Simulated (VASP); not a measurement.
The system is Mo.

```
CELL_PARAMETERS angstrom
-1.58933 1.58933 1.58933
1.58933 -1.58933 1.58933
1.58933 1.58933 -1.58933
ATOMIC_POSITIONS crystal
Mo 0.00000 0.00000 0.00000
```

Base run:

| Quantity | Value |
| --- | --- |
| Program | VASP 6.6.1 |
| Functional | r2SCAN |
| Potentials or basis | VASP PAW PBE potentials, release 64 (Mo_sv) |
| Cutoff | 520 eV |
| k mesh | 8 × 8 × 8 |
| Occupations | fermi-dirac, width 0.0238 eV |
| Spin | no spin polarisation |

Its results: band gap on the k mesh zero (band 7 reaches 16.08 eV, above the bottom of band 8 at 10.73 eV); pressure -4.6 GPa.

**Question.** The run is repeated on the same cell with these changes: functional from r2SCAN to revPBE; further incar settings from ALGO = Normal; EDIFF = 1e-07; NBANDS = 13 to ALGO = Normal; EDIFF = 1e-06; NBANDS = 13. What comes out?

**Answer.** Band gap on the k mesh zero (band 7 reaches 16.03 eV, above the bottom of band 8 at 10.90 eV); pressure -0.8 GPa.

Caveats: the PAW data sets were made with another functional, which shifts forces and pressure a little.
